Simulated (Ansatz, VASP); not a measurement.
## Two plane-wave programs on Al2Cu

```xyz
3
Lattice="2.8444 0.0000 0.0000 0.0000 2.8444 0.0000 0.0000 0.0000 5.8446" Properties=species:S:1:pos:R:3 pbc="T T T"
Al    1.4222    1.4222    4.2161
Al    1.4222    1.4222    1.6285
Cu    0.0000    0.0000    0.0000
```

Alike in both runs: functional PBE; k mesh 7 × 7 × 4; occupations gaussian, width 0.2 eV; no spin polarisation.

Ansatz relaxed the structure, and its values are those at the end. VASP's run is a single point on that final structure, the one shown.

```csv
,VASP,Ansatz
version,VASP 6.6.1,Ansatz 0.2.0
potentials or method,"VASP PAW PBE potentials, release 64 (Al, Cu), cutoff 520 eV","scalar-relativistic, plane waves, PAW"
valence electrons in the cell,17,25
```

Ansatz gave:

```
gap on the k mesh at the Fermi level (eV) : none
pressure (GPa)                            : -0.1
rms of the force components (eV/Å)        : 0.008
```

**Question.** What did VASP give for the same quantities?

**Answer.** gap on the k mesh at the Fermi level (eV): none; pressure (GPa): 0.2; rms of the force components (eV/Å): 0.001.

A gap of «none» marks a metal or a gap that the smearing closes. VASP's potentials hold 17 valence electrons a cell and Ansatz's 25, so a difference there can come from the potentials and not from the codes.
